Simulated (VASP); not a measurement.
Input of a VASP 6.6.1 run:

The input INCAR:

```
SYSTEM = Cr
PREC = Accurate
ENCUT = 600
EDIFF = 1E-6
ISMEAR = 0
SIGMA = 0.1
LREAL = .FALSE.
LASPH = .TRUE.
NELM = 80
ALGO = Fast
ISIF = 3
LWAVE = .FALSE.
LCHARG = .FALSE.
GGA = PE
IBRION = 2
NSW = 100
EDIFFG = -0.01
```

File KPOINTS:

```
regular mesh
0
G
  32 32 32
  0 0 0
```

Contents of POSCAR:

```
Cr
1.0
   -1.1778308430      1.1778308430      2.1296386921
    1.1778308430     -1.1778308430      2.1296386921
    1.1778308430      1.1778308430     -2.1296386921
Cr
1
Direct
    0.0000000000      0.0000000000      0.0000000000
```

Potentials or basis: VASP PAW PBE potentials, release 64 (Cr_pv).

Command:

```bash
$ cat potpaw_PBE.64/Cr_pv/POTCAR > POTCAR
$ mpirun -np 1 vasp_std > vasp.out
```

(1) What does it give for the space group after relaxing (to 0.05 Å)?

(2) Predict the relaxed volume.

Answers

(1) I4/mmm (No. 139).

(2) 11.80 Å³/atom.

Caveat: the run has no spin polarisation, though such a crystal can be magnetic.
